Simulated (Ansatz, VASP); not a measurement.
Two plane-wave programs on TiB6

```
CELL_PARAMETERS angstrom
4.70173 0.00000 0.00000
-2.35087 4.07182 0.00000
0.00000 0.00000 3.99767
ATOMIC_POSITIONS crystal
Ti 0.00000 0.00000 0.50000
B 0.33333 0.33333 0.00000
B 0.00000 0.66667 0.00000
B 0.66667 0.00000 0.00000
B 0.00000 0.33333 0.00000
B 0.66667 0.66667 0.00000
B 0.33333 0.00000 0.00000
```

Alike in both runs: task single point; functional PBE; dispersion D3(BJ); k mesh 6 × 6 × 4; occupations gaussian, width 0.1 eV; no spin polarisation.

|  | VASP | Ansatz |
| --- | --- | --- |
| version | VASP 6.6.1 | Ansatz 0.2.0 |
| potentials or method | VASP PAW PBE potentials, release 64 (Ti_sv, B), cutoff 520 eV | scalar-relativistic, plane waves, PAW |
| valence electrons in the cell | 30 | 30 |

Ansatz gave:

- gap on the k mesh at the Fermi level (eV): none
- pressure (GPa): 16.1
- traceless stress, the component that is largest in VASP (GPa): -39.42
- rms of the force components (eV/Å): 0.151

Estimate VASP's values.

gap on the k mesh at the Fermi level (eV): none; pressure (GPa): 16.2; traceless stress, the component that is largest in VASP (GPa): -39.47; rms of the force components (eV/Å): 0.145.

Atom by atom the forces differ by 0.006 eV/Å (rms over components). A gap of «none» marks a metal or a gap that the smearing closes.

The k mesh is coarse, so the values compare programs but aren't converged.
